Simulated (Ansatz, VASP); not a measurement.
## Two plane-wave programs on Ti

```xyz
1
Lattice="-1.6164 1.6164 1.6656 1.6164 -1.6164 1.6656 1.6164 1.6164 -1.6656" Properties=species:S:1:pos:R:3 pbc="T T T"
Ti    0.0000    0.0000    0.0000
```

Change from the starting cell: strain -0.015 along x and y, +0.015 along z, atoms carried along.

Alike in both runs: task single point; functional LDA; k mesh 20 × 20 × 20; occupations gaussian, width 0.15 eV; no spin polarisation.

```csv
,VASP,Ansatz
version,VASP 6.6.1,Ansatz 0.2.0
potentials or method,"VASP PAW LDA potentials, release 64 (Ti_sv), cutoff 520 eV","scalar-relativistic, plane waves, PAW"
valence electrons in the cell,12,12
```

|  | VASP | Ansatz | Ansatz less VASP |
| --- | --- | --- | --- |
| gap on the k mesh at the Fermi level (eV) | none | none | - |
| pressure (GPa) | -9.5 | -9.5 | +0.05 |
| traceless stress, the component that is largest in VASP (GPa) | 0.38 | 0.39 | +0.007 |

LDA's correlation is that of Perdew and Zunger in VASP and of Perdew and Wang (1992) in Ansatz. A gap of «none» marks a metal or a gap that the smearing closes.
